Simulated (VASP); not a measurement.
Fe, 1 atom in the cell. The structure is cubic, space group Im-3m (No. 229). The conventional cell has a = 2.898 Å, b = 2.898 Å, c = 2.898 Å, α = 90.00°, β = 90.00°, γ = 90.00°. Within 3.3 Å of Fe (site symmetry m-3m) lie 14 Fe at 2.51 to 2.90 Å.  This cell differs from its parent crystal: volume scaled by 1.04.

| Item | Value |
| --- | --- |
| Program | VASP 6.6.1 |
| Task | single point |
| Functional | RPBE |
| Potentials or basis | VASP PAW PBE potentials, release 64 (Fe) |
| Cutoff | 520 eV |
| k mesh | 25 × 25 × 25 |
| Occupations | fermi-dirac, width 0.05 eV |
| Spin | collinear spin, ferromagnetic start |
| Starting moments | [2.303] μB |
| Dipole correction | no |
| Further INCAR settings | ALGO = Normal; EDIFF = 1e-06; NBANDS = 14 |

Potentials or basis: VASP PAW PBE potentials, release 64 (Fe).

The run is started by

```bash
$ cat potpaw_PBE.64/Fe/POTCAR > POTCAR
$ mpirun -np 1 vasp_std > vasp.out
```

Hardware: 1 thread of Intel Xeon 6975P-C (shared host).

Q: How long does it take, and how much memory?

A: Run time: 110 s on 1 thread of Intel Xeon 6975P-C (shared host), peak memory 0.23 GiB. Counts: scf iterations 14, k points 455.
